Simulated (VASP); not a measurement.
# AlRu (P4/mmm) in VASP: a series of runs

Runs on AlRu. Level: PBE. Tasks: single point.

All numbers are computed with VASP 6.6.1; they aren't measurements. Logs are shortened: lines on timing, memory, paths and dates and some standing lists are left out, and cuts for length are marked.

## Step 1: The cell of the first run

It takes space group P4/mmm (No. 123, tetragonal). The conventional cell has a = 2.992 Å, b = 2.992 Å, c = 3.007 Å, α = 90.00°, β = 90.00°, γ = 90.00°. Within 3.4 Å of Al (site symmetry 4/mmm) lie 8 Ru at 2.60 Å and 6 Al at 2.99 to 3.01 Å. Ru (site symmetry 4/mmm) has 8 Al at 2.60 Å and 6 Ru at 2.99 to 3.01 Å within 3.4 Å.

## Step 2: Single point, PBE (strain +0.0050 x Voigt [0, 0, 1, 0, 0, 0])

INCAR

```
PREC = Accurate ; ENCUT = 520
EDIFF = 1E-6 ; ISMEAR = 0
SIGMA = 0.15 ; LREAL = F
LASPH = T ; NELM = 80
ALGO = Fast ; ISIF = 2
LWAVE = F ; LCHARG = T
GGA = PE ; LELF = T
LVHAR = T ; NBANDS = 16
```

KPOINTS

```
regular mesh
0
Gamma
  16 16 16
```

POSCAR

```
AlRu
1.0
    2.9916000000      0.0000000000      0.0000000000
    0.0000000000      2.9916000000      0.0000000000
    0.0000000000      0.0000000000      3.0065580000
Al Ru
1 1
Direct
    0.0000000000      0.0000000000      0.0000000000
    0.5000000000      0.5000000000      0.5000000000
```

Potentials or basis: VASP PAW PBE potentials, release 64 (Al, Ru_pv).

Run with:

```sh
> cat potpaw_PBE.64/Al/POTCAR potpaw_PBE.64/Ru_pv/POTCAR > POTCAR
> mpirun -np 1 vasp_std > vasp.out
```

OUTCAR:

```text
PREC = Accurate
   ENCUT = 520
   EDIFF = 1E-6
   ISMEAR = 0
   LREAL = F
   LASPH = T
   NELM = 80
   ISIF = 2
   GGA = PE

 ion  position               nearest neighbor table
   1  0.000  0.000  0.000-   2 2.60   2 2.60   2 2.60   2 2.60   2 2.60   2 2.60   2 2.60   2 2.60

   2  0.500  0.500  0.500-   1 2.60   1 2.60   1 2.60   1 2.60   1 2.60   1 2.60   1 2.60   1 2.60

  LATTYP: Found a simple tetragonal cell.
 ALAT       =     2.9916000000
 C/A-ratio  =     1.0050000000

  Lattice vectors:

 A1 = (   2.9916000000,   0.0000000000,   0.0000000000)
 A2 = (   0.0000000000,   2.9916000000,   0.0000000000)
 A3 = (   0.0000000000,   0.0000000000,   3.0065580000)

Analysis of symmetry for initial positions (statically):
=====================================================================
 Subroutine PRICEL returns:
 Original cell was already a primitive cell.

 Routine SETGRP: Setting up the symmetry group for a
 simple tetragonal supercell.

 Subroutine GETGRP returns: Found 16 space group operations
 (whereof 16 operations were pure point group operations)
 out of a pool of 16 trial point group operations.

The static configuration has the point symmetry D_4h.

Analysis of symmetry for dynamics (positions and initial velocities):
=====================================================================
 Subroutine PRICEL returns:
 Original cell was already a primitive cell.

 Routine SETGRP: Setting up the symmetry group for a
 simple tetragonal supercell.

 Subroutine GETGRP returns: Found 16 space group operations
 (whereof 16 operations were pure point group operations)
 out of a pool of 16 trial point group operations.

The dynamic configuration has the point symmetry D_4h.

 Subroutine INISYM returns: Found 16 space group operations
 (whereof 16 operations are pure point group operations),
 and found     1 'primitive' translations

----------------------------------------------------------------------------------------

                                     Primitive cell

  volume of cell :      26.9077

  direct lattice vectors                    reciprocal lattice vectors
     2.991600000  0.000000000  0.000000000     0.334269287  0.000000000  0.000000000
     0.000000000  2.991600000  0.000000000     0.000000000  0.334269287  0.000000000
     0.000000000  0.000000000  3.006558000     0.000000000  0.000000000  0.332606256

  length of vectors
     2.991600000  2.991600000  3.006558000     0.334269287  0.334269287  0.332606256

  position of ions in fractional coordinates (direct lattice)
     0.000000000  0.000000000  0.000000000
     0.500000000  0.500000000  0.500000000

  ion indices of the primitive-cell ions
   primitive index   ion index
                 1           1
                 2           2

----------------------------------------------------------------------------------------

 KPOINTS: regular mesh

Automatic generation of k-mesh.
 Grid dimensions read from file:
 generate k-points for:   16   16   16

 Generating k-lattice:

  Cartesian coordinates                     Fractional coordinates (reciprocal lattice)
     0.020891830  0.000000000  0.000000000     0.062500000  0.000000000  0.000000000
     0.000000000  0.020891830  0.000000000     0.000000000  0.062500000  0.000000000
     0.000000000  0.000000000  0.020787891     0.000000000  0.000000000  0.062500000

  Length of vectors
     0.020891830  0.020891830  0.020787891

  Shift w.r.t. Gamma in fractional coordinates (k-lattice)
     0.000000000  0.000000000  0.000000000

 Subroutine IBZKPT returns following result:
 ===========================================

 Found    405 irreducible k-points:

 Following reciprocal coordinates:
            Coordinates               Weight
  0.000000  0.000000  0.000000      1.000000
  0.062500  0.000000  0.000000      4.000000
  0.125000  0.000000  0.000000      4.000000
  0.187500  0.000000  0.000000      4.000000
  0.250000  0.000000  0.000000      4.000000
  0.312500  0.000000  0.000000      4.000000
[... 16 lines left out ...]
  0.437500  0.125000  0.000000      8.000000
  0.500000  0.125000  0.000000      4.000000
 [... further k-points ...]
   k-points           NKPTS =    405   k-points in BZ     NKDIM =    405   number of bands    NBANDS=     16
   number of dos      NEDOS =    301   number of ions     NIONS =      2
   total plane-waves  NPLWV =  13824
   dimension x,y,z NGX =    24 NGY =   24 NGZ =   24
   dimension x,y,z NGXF=    48 NGYF=   48 NGZF=   48
   ions per type =               1   1
   NGX,Y,Z   is equivalent  to a cutoff of  13.34, 13.34, 13.27 a.u.
   NGXF,Y,Z  is equivalent  to a cutoff of  26.67, 26.67, 26.54 a.u.
 SYSTEM =  unknown system
   PREC   = accura    normal or accurate (medium, high low for compatibility)
   ISTART =      0    job   : 0-new  1-cont  2-samecut
   ICHARG =      2    charge: 1-file 2-atom 10-const
   ISPIN  =      1    spin polarized calculation?
   LNONCOLLINEAR =      F non collinear calculations
   LSORBIT =      F    spin-orbit coupling
   LASPH  =      T    aspherical Exc in radial PAW
   ENCUT  =  520.0 eV  38.22 Ry    6.18 a.u.   5.56  5.56  5.59*2*pi/ulx,y,z
   NELM   =     80;   NELMIN=  2; NELMDL= -5     # of ELM steps
   EDIFF  = 0.1E-05   stopping-criterion for ELM
   LREAL  =      F    real-space projection
   EDIFFG = 0.1E-04   stopping-criterion for IOM
   NSW    =      0    number of steps for IOM
   IBRION =     -1    ionic relax: 0-MD 1-quasi-New 2-CG
   NFREE  =      0    steps in history (QN), initial steepest desc. (CG)
   ISIF   =      2    stress and relaxation
   ISYM   =      2    0-nonsym 1-usesym 2-fastsym
   POTIM  = 0.5000    time-step for ionic-motion
   TEBEG  =    0.0;   TEEND  =   0.0 temperature during run
   PSTRESS=    0.0 pullay stress
   NELECT =      17.0000    total number of electrons
   NUPDOWN=      -1.0000    fix difference up-down
   EMIN   =  10.00;   EMAX   =-10.00  energy-range for DOS
   EFERMI =   0.00;   METHOD = LEGACY
   ISMEAR =     0;   SIGMA  =   0.15  broadening in eV -4-tet -1-fermi 0-gaus
   EFERMI_NEDOS =   21; number of points for ismear=-14 and -15
   IALGO  =     68    algorithm
   IMIX   =      4    mixing-type and parameters
     AMIX     =   0.40;   BMIX     =  1.00
     AMIX_MAG =   1.60;   BMIX_MAG =  1.00
  volume/ion in A,a.u.               =      13.45        90.79
  Fermi-wavevector in a.u.,A,eV,Ry     =   1.404750  2.654592 26.848669  1.973322
  Thomas-Fermi vector in A             =   2.527280
   LORBIT       =      0    0 simple, 1 ext, 2 COOP (PROOUT), +10 PAW based schemes
   GGA     = PE    functional components
   LHFCALC =     F    Hartree Fock is set to
   AEXX    =    0.0000 exact exchange contribution
   IVDW    =     0    specifies the selected vdW correction
   LEPSILON=     F    determine dielectric tensor
   LRPA    =     F    only Hartree local field effects (RPA)
 non-spin polarized calculation
 RMM-DIIS sequential band-by-band and
 Gauss-broadening in eV      SIGMA  =   0.15
  energy-cutoff  :      520.00
  volume of cell :       26.91
 maximum number of plane-waves:       740
 NGX is ok and might be reduce to    24
   NGX = 11   NGY = 11   NGZ = 11

 number of electron      16.9999995 magnetization

 Free energy of the ion-electron system (eV)
  ---------------------------------------------------
  ext. energy  EPLUGINS =         0.00000000
  ---------------------------------------------------
  free energy    TOTEN  =       -14.26601735 eV

  energy without entropy =      -14.24687505  energy(sigma->0) =      -14.25644620

 E-fermi :  10.6622     XC(G=0): -12.5404

 val. band max:       10.6608642879   @ k =   0.0625   0.0625   0.0625
 cond. band min:      10.6634341705   @ k =   0.4375   0.1250   0.4375
 fundamental gap:      0.0025698827
 Fermi energy:        10.6621581290

 k-point     1 :       0.0000    0.0000    0.0000
  band No.  band energies     occupation
      1     -31.1213      2.00000
      2     -31.1155      2.00000
      3     -31.1155      2.00000
      4       1.0012      2.00000
      5       7.1070      2.00000
      6       7.1091      2.00000
[... 8 lines left out ...]
     15      22.7741      0.00000
     16      25.6613      0.00000

 k-point     2 :       0.0625    0.0000    0.0000
  band No.  band energies     occupation
      1     -31.1236      2.00000
      2     -31.1206      2.00000
      3     -31.1148      2.00000
      4       1.0763      2.00000
      5       7.1338      2.00000
      6       7.1359      2.00000
[... 8 lines left out ...]
     15      22.7744      0.00000
     16      25.9011      0.00000

 k-point     3 :       0.1250    0.0000    0.0000
  band No.  band energies     occupation
      1     -31.1464      2.00000
      2     -31.1187      2.00000
      3     -31.1129      2.00000
      4       1.2989      2.00000
      5       7.2005      2.00000
      6       7.2111      2.00000
[... 8 lines left out ...]
     15      22.7756      0.00000
     16      26.6556      0.00000

 k-point     4 :       0.1875    0.0000    0.0000
  band No.  band energies     occupation
      1     -31.1804      2.00000
      2     -31.1158      2.00000
      3     -31.1100      2.00000
      4       1.6615      2.00000
      5       7.2516      2.00000
      6       7.3305      2.00000
[... 8 lines left out ...]
     15      23.0207      0.00000
     16      27.9161      0.00000
[... 324 lines left out ...]
 k-point    22 :       0.3750    0.1250    0.0000
  band No.  band energies     occupation
      1     -31.2900      2.00000
      2     -31.1301      2.00000
      3     -31.1034      2.00000
      4       3.6653      2.00000
      5       6.5324      2.00000
      6       7.9125      2.00000
[... 8 lines left out ...]
     15      24.6521      0.00000
     16      25.3280      0.00000

 k-point    23 :       0.4375    0.1250    0.0000
  band No.  band energies     occupation
      1     -31.3122      2.00000
      2     -31.1280      2.00000
      3     -31.1014      2.00000
      4       4.3910      2.00000
      5       5.8772      2.00000
      6       8.0302      2.00000
[... 8 lines left out ...]
     15      22.7770      0.00000
     16      23.6483      0.00000

 k-point    24 :       0.5000    0.1250    0.0000
  band No.  band energies     occupation
      1     -31.3200      2.00000
      2     -31.1273      2.00000
      3     -31.1007      2.00000
      4       5.1263      2.00000
      5       5.1602      2.00000
      6       8.0759      2.00000
[... 8 lines left out ...]
     15      22.7764      0.00000
     16      22.9318      0.00000

 [... further k-points ...]
[... 5 lines left out ...]
  --------------------------------------------------------------------------------------
  -------------------------------------------------------------------------------------
  Total        0.3093188      0.3093188      0.1666992      0.0000000      0.0000000     -0.0000000
  in kB       18.4179042     18.4179042      9.9258446      0.0000000      0.0000000     -0.0000000
  external PRESSURE =      15.5872176 kB  Pullay stress =       0.0000000 kB

 VOLUME and BASIS-vectors are now :
 -----------------------------------------------------------------------------
  energy-cutoff  :      520.00
  volume of cell :       26.91
      direct lattice vectors                 reciprocal lattice vectors
     2.991600000  0.000000000  0.000000000     0.334269287  0.000000000  0.000000000
     0.000000000  2.991600000  0.000000000     0.000000000  0.334269287  0.000000000
     0.000000000  0.000000000  3.006558000     0.000000000  0.000000000  0.332606256

 POSITION                                       TOTAL-FORCE (eV/Angst)
 -----------------------------------------------------------------------------------
      0.00000      0.00000      0.00000         0.000000      0.000000      0.000000
      1.49580      1.49580      1.50328         0.000000      0.000000      0.000000
 -----------------------------------------------------------------------------------
    total drift:                                0.000000     -0.000000     -0.000000

  FREE ENERGIE OF THE ION-ELECTRON SYSTEM (eV)
  ---------------------------------------------------
  free  energy   TOTEN  =       -14.2660173538 eV

  energy  without entropy=      -14.2468750455  energy(sigma->0) =      -14.25644620
```

Run time: 74 s. Hardware: 1 thread of Intel Xeon Platinum 8375C at 2.90GHz (Ice Lake), shared host; peak memory 0.27 GiB.

Results:

* Free energy: -14.2660 eV
* Pressure: 1.6 GPa

Levels at points of the mesh, in eV from the Fermi level:
```tsv
k point	band 7	band 8	band 9	band 10	band 11	band 12
(0.00, 0.00, 0.00)	0.15	0.15	0.18	5.94	6.09	6.09
(0.50, 0.00, 0.00)	-1.65	-1.59	0.41	2.29	7.43	10.91
(0.50, 0.50, 0.00)	-1.36	-1.20	-1.20	1.53	5.31	6.19
(0.00, 0.00, 0.50)	-1.59	-1.59	0.43	2.20	7.44	11.03
(0.50, 0.00, 0.50)	-1.37	-1.16	-1.15	1.50	5.24	6.16
(0.50, 0.50, 0.50)	1.58	1.62	2.53	4.09	4.12	4.12
```

Caveat: the cell differs from its parent crystal (strain +0.0050 x Voigt [0, 0, 1, 0, 0, 0]).

[end of part 1 of 2]
